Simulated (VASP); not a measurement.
# SnSe (Fm-3m) in VASP: a series of runs

SnSe is run at these levels: r2SCAN, PBE; tasks: single point, relaxation of cell and atoms.

Everything below comes from runs of VASP 6.6.1. Logs are shortened: lines on timing, memory, paths and dates and some standing lists are left out, and cuts for length are marked.

## 1. The cell of the first run

The structure is cubic, space group Fm-3m (No. 225). Conventional cell: a = 6.133 Å, b = 6.133 Å, c = 6.133 Å, α = 90.00°, β = 90.00°, γ = 90.00°. Within 4.0 Å of Sn (site symmetry m-3m) lie 6 Se at 3.07 Å. Se (site symmetry m-3m) has 6 Sn at 3.07 Å within 4.0 Å.

## 2. Single point, r2SCAN

The input, POSCAR:

```
SnSe
1.0
    0.0000000000      3.0666316200      3.0666316200
    3.0666316200      0.0000000000      3.0666316200
    3.0666316200      3.0666316200      0.0000000000
Sn Se
1 1
Direct
    0.0000000000      0.0000000000      0.0000000000
    0.5000000000      0.5000000000      0.5000000000
```

The input, INCAR.step1:

```
SYSTEM = SnSe
PREC     = Accurate       ! precision mode
ENCUT    = 520            ! plane-wave cutoff, eV
ISMEAR   = -1             ! smearing method
SIGMA    = 0.02           ! smearing width, eV
LREAL    = .FALSE.        ! projectors in reciprocal space
LASPH    = .TRUE.         ! aspherical terms in the spheres
NELM     = 100            ! most SCF steps
NBANDS   = 17             ! bands
GGA      = PE             ! functional
ALGO     = Normal         ! electronic algorithm
EDIFF    = 1E-4           ! SCF threshold, eV
LWAVE    = .TRUE.         ! write WAVECAR
LCHARG   = .FALSE.        ! write CHGCAR
```

The input, INCAR.step2:

```
SYSTEM = SnSe
PREC     = Accurate       ! precision mode
ENCUT    = 520            ! plane-wave cutoff, eV
EDIFF    = 1E-7           ! SCF threshold, eV
ISMEAR   = -1             ! smearing method
SIGMA    = 0.02           ! smearing width, eV
LREAL    = .FALSE.        ! projectors in reciprocal space
LASPH    = .TRUE.         ! aspherical terms in the spheres
NELM     = 100            ! most SCF steps
ALGO     = Normal         ! electronic algorithm
ISIF     = 2              ! what is computed and relaxed
LWAVE    = .FALSE.        ! write WAVECAR
LCHARG   = .TRUE.         ! write CHGCAR
METAGGA  = R2SCAN         ! meta-GGA
LMIXTAU  = .TRUE.       
LELF     = .TRUE.         ! ELF
LVHAR    = .TRUE.       
NBANDS   = 17             ! bands
ISTART   = 1
```

The input, KPOINTS:

```
Automatic mesh
0
G
  8 8 8
  0 0 0
```

Potentials or basis: VASP PAW PBE potentials, release 64 (Sn_d, Se).

Run with:

```console
$ cat potpaw_PBE.64/Sn_d/POTCAR potpaw_PBE.64/Se/POTCAR > POTCAR
$ cp INCAR.step1 INCAR
$ mpirun -np 1 vasp_std > vasp.out
$ cp INCAR.step2 INCAR
$ mpirun -np 1 vasp_std > vasp.out
```

OUTCAR:

```text
SYSTEM = SnSe
   PREC = Accurate
   ENCUT = 520
   EDIFF = 1E-7
   ISMEAR = -1
   LREAL = .FALSE.
   LASPH = .TRUE.
   NELM = 100
   ISIF = 2
   METAGGA = R2SCAN
   ISTART = 1

 ion  position               nearest neighbor table
   1  0.000  0.000  0.000-   2 3.07   2 3.07   2 3.07   2 3.07   2 3.07   2 3.07
   2  0.500  0.500  0.500-   1 3.07   1 3.07   1 3.07   1 3.07   1 3.07   1 3.07

  LATTYP: Found a face centered cubic cell.
 ALAT       =     6.1332632400

  Lattice vectors:

 A1 = (   0.0000000000,   3.0666316200,   3.0666316200)
 A2 = (   3.0666316200,   0.0000000000,   3.0666316200)
 A3 = (   3.0666316200,   3.0666316200,   0.0000000000)

Analysis of symmetry for initial positions (statically):
=====================================================================
 Subroutine PRICEL returns:
 Original cell was already a primitive cell.

 Routine SETGRP: Setting up the symmetry group for a
 face centered cubic supercell.

 Subroutine GETGRP returns: Found 48 space group operations
 (whereof 48 operations were pure point group operations)
 out of a pool of 48 trial point group operations.

The static configuration has the point symmetry O_h .

Analysis of symmetry for dynamics (positions and initial velocities):
=====================================================================
 Subroutine PRICEL returns:
 Original cell was already a primitive cell.

 Routine SETGRP: Setting up the symmetry group for a
 face centered cubic supercell.

 Subroutine GETGRP returns: Found 48 space group operations
 (whereof 48 operations were pure point group operations)
 out of a pool of 48 trial point group operations.

The dynamic configuration has the point symmetry O_h .

 Subroutine INISYM returns: Found 48 space group operations
 (whereof 48 operations are pure point group operations),
 and found     1 'primitive' translations

----------------------------------------------------------------------------------------

                                     Primitive cell

  volume of cell :      57.6786

  direct lattice vectors                    reciprocal lattice vectors
     0.000000000  3.066631620  3.066631620    -0.163045342  0.163045342  0.163045342
     3.066631620  0.000000000  3.066631620     0.163045342 -0.163045342  0.163045342
     3.066631620  3.066631620  0.000000000     0.163045342  0.163045342 -0.163045342

  length of vectors
     4.336872028  4.336872028  4.336872028     0.282402816  0.282402816  0.282402816

  position of ions in fractional coordinates (direct lattice)
     0.000000000  0.000000000  0.000000000
     0.500000000  0.500000000  0.500000000

  ion indices of the primitive-cell ions
   primitive index   ion index
                 1           1
                 2           2

----------------------------------------------------------------------------------------

 KPOINTS: Automatic mesh

Automatic generation of k-mesh.
 Grid dimensions read from file:
 generate k-points for:    8    8    8

 Generating k-lattice:

  Cartesian coordinates                     Fractional coordinates (reciprocal lattice)
    -0.020380668  0.020380668  0.020380668     0.125000000  0.000000000  0.000000000
     0.020380668 -0.020380668  0.020380668     0.000000000  0.125000000  0.000000000
     0.020380668  0.020380668 -0.020380668     0.000000000  0.000000000  0.125000000

  Length of vectors
     0.035300352  0.035300352  0.035300352

  Shift w.r.t. Gamma in fractional coordinates (k-lattice)
     0.000000000  0.000000000  0.000000000

 Subroutine IBZKPT returns following result:
 ===========================================

 Found     29 irreducible k-points:

 Following reciprocal coordinates:
            Coordinates               Weight
  0.000000  0.000000  0.000000      1.000000
  0.125000  0.000000  0.000000      8.000000
  0.250000  0.000000  0.000000      8.000000
  0.375000  0.000000  0.000000      8.000000
  0.500000  0.000000  0.000000      4.000000
  0.125000  0.125000  0.000000      6.000000
[... 16 lines left out ...]
  0.500000  0.250000  0.125000     48.000000
 -0.375000  0.250000  0.125000     24.000000
 [... further k-points ...]
   k-points           NKPTS =     29   k-points in BZ     NKDIM =     29   number of bands    NBANDS=     17
   number of dos      NEDOS =    301   number of ions     NIONS =      2
   total plane-waves  NPLWV =  32768
   dimension x,y,z NGX =    32 NGY =   32 NGZ =   32
   dimension x,y,z NGXF=    64 NGYF=   64 NGZF=   64
   ions per type =               1   1
   NGX,Y,Z   is equivalent  to a cutoff of  12.27, 12.27, 12.27 a.u.
   NGXF,Y,Z  is equivalent  to a cutoff of  24.53, 24.53, 24.53 a.u.
 SYSTEM =  SnSe
   PREC   = accura    normal or accurate (medium, high low for compatibility)
   ISTART =      1    job   : 0-new  1-cont  2-samecut
   ICHARG =      0    charge: 1-file 2-atom 10-const
   ISPIN  =      1    spin polarized calculation?
   LNONCOLLINEAR =      F non collinear calculations
   LSORBIT =      F    spin-orbit coupling
   LASPH  =      T    aspherical Exc in radial PAW
   ENCUT  =  520.0 eV  38.22 Ry    6.18 a.u.   8.06  8.06  8.06*2*pi/ulx,y,z
   NELM   =    100;   NELMIN=  2; NELMDL=  0     # of ELM steps
   EDIFF  = 0.1E-06   stopping-criterion for ELM
   LREAL  =      F    real-space projection
   EDIFFG = 0.1E-05   stopping-criterion for IOM
   NSW    =      0    number of steps for IOM
   IBRION =     -1    ionic relax: 0-MD 1-quasi-New 2-CG
   NFREE  =      0    steps in history (QN), initial steepest desc. (CG)
   ISIF   =      2    stress and relaxation
   ISYM   =      2    0-nonsym 1-usesym 2-fastsym
   POTIM  = 0.5000    time-step for ionic-motion
   TEBEG  =    0.0;   TEEND  =   0.0 temperature during run
   PSTRESS=    0.0 pullay stress
   NELECT =      20.0000    total number of electrons
   NUPDOWN=      -1.0000    fix difference up-down
   EMIN   =  10.00;   EMAX   =-10.00  energy-range for DOS
   EFERMI =   0.00;   METHOD = LEGACY
   ISMEAR =    -1;   SIGMA  =   0.02  broadening in eV -4-tet -1-fermi 0-gaus
   EFERMI_NEDOS =   21; number of points for ismear=-14 and -15
   IALGO  =     38    algorithm
   IMIX   =      4    mixing-type and parameters
     AMIX     =   0.40;   BMIX     =  1.00
     AMIX_MAG =   1.60;   BMIX_MAG =  1.00
  volume/ion in A,a.u.               =      28.84       194.62
  Fermi-wavevector in a.u.,A,eV,Ry     =   1.150129  2.173429 17.997742  1.322797
  Thomas-Fermi vector in A             =   2.286795
   LORBIT       =      0    0 simple, 1 ext, 2 COOP (PROOUT), +10 PAW based schemes
   METAGGA = R2SCAN    functional components
   LHFCALC =     F    Hartree Fock is set to
   AEXX    =    0.0000 exact exchange contribution
   IVDW    =     0    specifies the selected vdW correction
   LEPSILON=     F    determine dielectric tensor
   LRPA    =     F    only Hartree local field effects (RPA)
 non-spin polarized calculation
  energy-cutoff  :      520.00
  volume of cell :       57.68
 maximum number of plane-waves:      1588
   NGX = 17   NGY = 17   NGZ = 17

 number of electron      19.9999991 magnetization

 Free energy of the ion-electron system (eV)
  ---------------------------------------------------
  ext. energy  EPLUGINS =         0.00000000
  ---------------------------------------------------
  free energy    TOTEN  =       -39.85007428 eV

  energy without entropy =      -39.85005469  energy(sigma->0) =      -39.85006449

 E-fermi :   5.2314     XC(G=0):  -9.9181

 val. band max:        5.1254156965   @ k =   0.5000   0.0000   0.0000
 cond. band min:       5.3373650981   @ k =   0.5000   0.0000   0.0000
 fundamental gap:      0.2119494016
 Fermi energy:         5.2313904043

 k-point     1 :       0.0000    0.0000    0.0000
  band No.  band energies     occupation
      1     -17.4730      2.00000
      2     -17.4730      2.00000
      3     -17.4730      2.00000
      4     -17.4726      2.00000
      5     -17.4726      2.00000
      6      -9.2441      2.00000
[... 9 lines left out ...]
     16      11.2090      0.00000
     17      13.3585      0.00000

 k-point     2 :       0.1250    0.0000    0.0000
  band No.  band energies     occupation
      1     -17.4737      2.00000
      2     -17.4737      2.00000
      3     -17.4728      2.00000
      4     -17.4715      2.00000
      5     -17.4715      2.00000
      6      -9.1419      2.00000
[... 9 lines left out ...]
     16      11.5662      0.00000
     17      14.3543      0.00000

 k-point     3 :       0.2500    0.0000    0.0000
  band No.  band energies     occupation
      1     -17.4761      2.00000
      2     -17.4761      2.00000
      3     -17.4720      2.00000
      4     -17.4679      2.00000
      5     -17.4678      2.00000
      6      -8.8691      2.00000
[... 9 lines left out ...]
     16      12.5182      0.00000
     17      16.4883      0.00000

 k-point     4 :       0.3750    0.0000    0.0000
  band No.  band energies     occupation
      1     -17.4785      2.00000
      2     -17.4785      2.00000
      3     -17.4713      2.00000
      4     -17.4642      2.00000
      5     -17.4642      2.00000
      6      -8.5455      2.00000
[... 9 lines left out ...]
     16      13.9892      0.00000
     17      16.5426      0.00000
[... 343 lines left out ...]
      1     -17.4812      2.00000
      2     -17.4734      2.00000
      3     -17.4732      2.00000
      4     -17.4664      2.00000
      5     -17.4648      2.00000
      6      -8.6547      2.00000
[... 9 lines left out ...]
     16      14.6726      0.00000
     17      14.8157      0.00000

 k-point    23 :       0.5000    0.2500    0.1250
  band No.  band energies     occupation
      1     -17.4833      2.00000
      2     -17.4747      2.00000
      3     -17.4712      2.00000
      4     -17.4650      2.00000
      5     -17.4630      2.00000
      6      -8.3837      2.00000
[... 9 lines left out ...]
     16      14.9384      0.00000
     17      16.3009      0.00000

 k-point    24 :      -0.3750    0.2500    0.1250
  band No.  band energies     occupation
      1     -17.4840      2.00000
      2     -17.4756      2.00000
      3     -17.4689      2.00000
      4     -17.4660      2.00000
      5     -17.4619      2.00000
      6      -8.2584      2.00000
[... 9 lines left out ...]
     16      16.1380      0.00000
     17      16.1615      0.00000

 [... further k-points ...]

------------------------ aborting loop because EDIFF is reached ----------------------------------------

  FORCE on cell =-STRESS in cart. coord.  units (eV):
  Direction    XX          YY          ZZ          XY          YZ          ZX
  --------------------------------------------------------------------------------------
  -------------------------------------------------------------------------------------
  Total       -0.9939476     -0.9939476     -0.9939476      0.0000000      0.0000000      0.0000000
  in kB      -27.6095435    -27.6095435    -27.6095435      0.0000000      0.0000000      0.0000000
  external PRESSURE =     -27.6095435 kB  Pullay stress =       0.0000000 kB

 VOLUME and BASIS-vectors are now :
 -----------------------------------------------------------------------------
  energy-cutoff  :      520.00
  volume of cell :       57.68
      direct lattice vectors                 reciprocal lattice vectors
     0.000000000  3.066631620  3.066631620    -0.163045342  0.163045342  0.163045342
     3.066631620  0.000000000  3.066631620     0.163045342 -0.163045342  0.163045342
     3.066631620  3.066631620  0.000000000     0.163045342  0.163045342 -0.163045342

 POSITION                                       TOTAL-FORCE (eV/Angst)
 -----------------------------------------------------------------------------------
      0.00000      0.00000      0.00000         0.000000      0.000000      0.000000
      3.06663      3.06663      3.06663         0.000000     -0.000000     -0.000000
 -----------------------------------------------------------------------------------
    total drift:                                0.000000     -0.000000     -0.000000

  FREE ENERGIE OF THE ION-ELECTRON SYSTEM (eV)
  ---------------------------------------------------
  free  energy   TOTEN  =       -39.8500742795 eV

  energy  without entropy=      -39.8500546942  energy(sigma->0) =      -39.85006449
```

Run time: 42 s. Hardware: 1 thread of Intel Xeon 6975P-C (Granite Rapids), shared host; peak memory 0.19 GiB.

What came out:

- Free energy: -39.8501 eV
- Pressure: -2.8 GPa
- Band gap on the k mesh: 0.21 eV

Caveat: the PAW data sets were made with another functional, which shifts forces and pressure a little; spin-orbit coupling is left out, which moves the levels of the heavy elements.

## 3. Relaxation of cell and atoms, PBE

This run uses another cell than the first one, of 27.27 Å³/atom.

The input, INCAR:

```
PREC = Accurate
ENCUT = 600
EDIFF = 1E-6
ISMEAR = -1
SIGMA = 0.02
LREAL = False
LASPH = True
NELM = 100
ALGO = Normal
ISIF = 3
LWAVE = False
LCHARG = False
GGA = PE
IBRION = 2
NSW = 80
EDIFFG = -0.01
```

The input, KPOINTS:

```
regular mesh
0
Gamma
  8 8 8
```

The input, POSCAR:

```
SnSe
1.0
    0.0000000000      3.0100000000      3.0100000000
    3.0100000000      0.0000000000      3.0100000000
    3.0100000000      3.0100000000      0.0000000000
Sn Se
1 1
Direct
    0.0000000000      0.0000000000      0.0000000000
    0.5000000000      0.5000000000      0.5000000000
```

Potentials or basis: VASP PAW PBE potentials, release 64 (Sn_d, Se).

Run with:

```console
$ cat potpaw_PBE.64/Sn_d/POTCAR potpaw_PBE.64/Se/POTCAR > POTCAR
$ mpirun -np 1 vasp_std > vasp.out
```

Run time: 25 s. Hardware: 1 thread of Intel Xeon 6975P-C (Granite Rapids), shared host; peak memory 0.22 GiB.

It converged, with:

```
Free energy                           : -8.2220 eV
Relaxed volume                        : 27.79 Å³/atom
Relaxed cell                          : a = 4.284 Å, b = 4.284 Å, c = 4.284 Å, α = 60.00°, β = 60.00°, γ = 60.00°
Space group after relaxing (to 0.1 Å) : Fm-3m (No. 225)
Energy gained by relaxing             : 1.5 meV/atom
Ionic steps                           : 3
Pressure after relaxing               : 0.0 GPa
Band gap on the k mesh                : 0.50 eV
```

The path:
```tsv
step	energy change (eV)	largest force (eV/Å)	pressure (GPa)	volume (Å³)
1	0.0000	0.0000	0.93	54.54
2	-0.0028	0.0000	-0.19	55.80
3	-0.0030	0.0000	0.03	55.58
```

Final structure:
```
CELL_PARAMETERS angstrom
0.00000 3.02896 3.02896
3.02896 0.00000 3.02896
3.02896 3.02896 0.00000
ATOMIC_POSITIONS crystal
Sn 0.00000 0.00000 0.00000
Se 0.50000 0.50000 0.50000
```

Levels at points of the mesh, in eV from the valence-band top:
```tsv
k point	band 8	band 9	band 10	band 11	band 12	band 13
(0.00, 0.00, 0.00)	-2.15	-2.15	-2.15	4.24	4.24	4.24
(0.50, 0.00, 0.00)	-1.91	-1.91	0.00	0.50	1.25	1.25
(0.50, 0.50, 0.00)	-5.35	-3.56	-3.56	3.08	5.23	5.23
```

Caveat: spin-orbit coupling is left out, which moves the levels of the heavy elements.
